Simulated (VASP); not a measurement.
A run of VASP 6.6.1:

The input INCAR:

```
SYSTEM = TaAs
ALGO = Normal ; EDIFF = 1E-7
ENCUT = 520 ; GGA = PS
ISIF = 2 ; ISMEAR = 0
LASPH = .True. ; LCHARG = .False.
LREAL = .False. ; LWAVE = .False.
NBANDS = 15 ; NELM = 100
PREC = Accurate ; SIGMA = 0.1
```

KPOINTS

```
k-points
0
Gamma
  12 12 12
  0 0 0
```

POSCAR

```
TaAs
1.0
    3.3721228530      0.0000000000      0.0000000000
   -1.6860614265      2.9203440554      0.0000000000
    0.0000000000      0.0000000000      3.4548873355
Ta As
1 1
Direct
    0.3333333333      0.6666666667      0.5000000000
    0.0000000000      0.0000000000      0.0000000000
```

Potentials or basis: VASP PAW PBE potentials, release 64 (Ta_pv, As).

Launch:

```sh
$ cat potpaw_PBE.64/Ta_pv/POTCAR potpaw_PBE.64/As/POTCAR > POTCAR
$ mpirun -np 1 vasp_std > vasp.out
```

Hardware: 1 thread of Intel(R) Xeon(R) Platinum 8488C (Sapphire Rapids) (shared host).

**Question.** Estimate the wall time of this run.

**Answer.** Wall time 44 s on 1 thread of Intel(R) Xeon(R) Platinum 8488C (Sapphire Rapids), on a shared host, peak memory 0.21 GiB. Counts: scf iterations 13, k points 133.
